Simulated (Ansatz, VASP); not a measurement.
RuSe3: VASP beside Ansatz

```
Ru Se
1.0
     8.18255    0.00000    0.00000
    -4.09128    7.08630    0.00000
     0.00000    0.00000    3.37246
Ru Se
2 6
Direct
  0.33333 0.66667 0.25000
  0.66667 0.33333 0.75000
  0.79348 0.58696 0.25000
  0.20652 0.79348 0.75000
  0.41304 0.20652 0.25000
  0.20652 0.41304 0.75000
  0.79348 0.20652 0.25000
  0.58696 0.79348 0.75000
```

Alike in both runs: functional PBE; k mesh 3 × 3 × 4; occupations gaussian, width 0.1 eV; collinear spin.

Ansatz relaxed the structure, and its values are those at the end. VASP's run is a single point on that final structure, the one shown.

|  | VASP | Ansatz |
| --- | --- | --- |
| version | VASP 6.6.1 | Ansatz 0.2.0 |
| potentials or method | VASP PAW PBE potentials, release 64 (Ru_pv, Se), cutoff 520 eV | scalar-relativistic, plane waves, PAW |
| valence electrons in the cell | 64 | 128 |

Ansatz gave:

```
gap on the k mesh at the Fermi level (eV) : none
pressure (GPa)                            : 0.0
rms of the force components (eV/Å)        : 0.014
net moment per atom (μB)                  : 0.00
```

Question: What did VASP give for the same quantities?

Answer: gap on the k mesh at the Fermi level (eV): none; pressure (GPa): 0.0; rms of the force components (eV/Å): 0.005; net moment per atom (μB): 0.00.

A gap of «none» marks a metal or a gap that the smearing closes. With one functional, cell and mesh, what is left measures potentials, basis and numerics. VASP's potentials hold 64 valence electrons a cell and Ansatz's 128, so a difference there can come from the potentials and not from the codes. Ansatz's warnings: seeded moment not kept.

The k mesh is coarse, so the values compare programs but aren't converged.
